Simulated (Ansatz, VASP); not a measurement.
**Two plane-wave programs on BAs**

INCAR

```
SYSTEM = BAs
  ALGO = Normal
  DIPOL = 0.5 0.5 0.500
  EDIFF = 1E-7
  ENCUT = 520
  GGA = PS
  IDIPOL = 3
  ISIF = 2
  ISMEAR = 0
  LASPH = .True.
  LCHARG = .False.
  LDIPOL = .True.
  LREAL = .False.
  LWAVE = .False.
  NBANDS = 41
  NELM = 80
  PREC = Accurate
  SIGMA = 0.05
```

KPOINTS

```
k-points
0
Gamma
  8 6 1
  0 0 0
```

POSCAR

```
BAs
1.0
    3.3713973117      0.0000000000      0.0000000000
    0.0000000000      4.7678758024      0.0000000000
    0.0000000000      0.0000000000     25.1141919351
B As
7 7
Direct
    0.5000000000      0.5000000000      0.2986359274
    0.0000000000      0.0000000000      0.3657572849
    0.5000000000      0.5000000000      0.4328786425
    0.0000000000      0.0000000000      0.5000000000
    0.5000000000      0.5000000000      0.5671213575
    0.0000000000      0.0000000000      0.6342427151
    0.5000000000      0.5000000000      0.7013640726
    0.0000000000      0.2500000000      0.2986359274
    0.5000000000      0.7500000000      0.3657572849
    0.0000000000      0.2500000000      0.4328786425
    0.5000000000      0.7500000000      0.5000000000
    0.0000000000      0.2500000000      0.5671213575
    0.5000000000      0.7500000000      0.6342427151
    0.0000000000      0.2500000000      0.7013640726
```

Input for Ansatz:

```yaml
crystal:
  lattice:
    - [3.3713973117, 0.0, 0.0]
    - [0.0, 4.7678758024, 0.0]
    - [0.0, 0.0, 25.1141919351]
  atoms:
    - { symbol: B, position: [0.5, 0.5, 0.2986359274] }
    - { symbol: As, position: [0.0, 0.25, 0.2986359274] }
    - { symbol: B, position: [0.0, 0.0, 0.3657572849] }
    - { symbol: As, position: [0.5, 0.75, 0.3657572849] }
    - { symbol: B, position: [0.5, 0.5, 0.4328786425] }
    - { symbol: As, position: [0.0, 0.25, 0.4328786425] }
    - { symbol: B, position: [0.0, 0.0, 0.5] }
    - { symbol: As, position: [0.5, 0.75, 0.5] }
    - { symbol: B, position: [0.5, 0.5, 0.5671213575] }
    - { symbol: As, position: [0.0, 0.25, 0.5671213575] }
    - { symbol: B, position: [0.0, 0.0, 0.6342427151] }
    - { symbol: As, position: [0.5, 0.75, 0.6342427151] }
    - { symbol: B, position: [0.5, 0.5, 0.7013640726] }
    - { symbol: As, position: [0.0, 0.25, 0.7013640726] }
basis:
  ecutwfc: 420
kpoints:
  mp_grid: { grid: [8, 6, 1] }
hamiltonian:
  xc: pbesol
scf:
  occupations: { method: gaussian, width: 0.05 }
output:
  forces: true
  stress: true
  eigenvalues: true
efield:
  axis: 3
  dipole_correction: true
  ramp_width: 0.04
```

Alike in both runs: task single point; functional PBEsol; k mesh 8 × 6 × 1; occupations gaussian, width 0.05 eV; no spin polarisation.

```csv
,VASP,Ansatz
version,VASP 6.6.1,Ansatz 0.2.0
potentials or method,"VASP PAW PBE potentials, release 64 (B, As), cutoff 520 eV","scalar-relativistic, plane waves, PAW"
valence electrons in the cell,56,126
```

|  | VASP | Ansatz | Ansatz less VASP |
| --- | --- | --- | --- |
| gap on the k mesh at the Fermi level (eV) | none | none | - |
| rms of the force components (eV/Å) | 0.758 | 0.766 | +0.0090 |

VASP's potentials were made for PBE, not for PBEsol. A gap of «none» marks a metal or a gap that the smearing closes. VASP's potentials hold 56 valence electrons a cell and Ansatz's 126, so a difference there can come from the potentials and not from the codes.
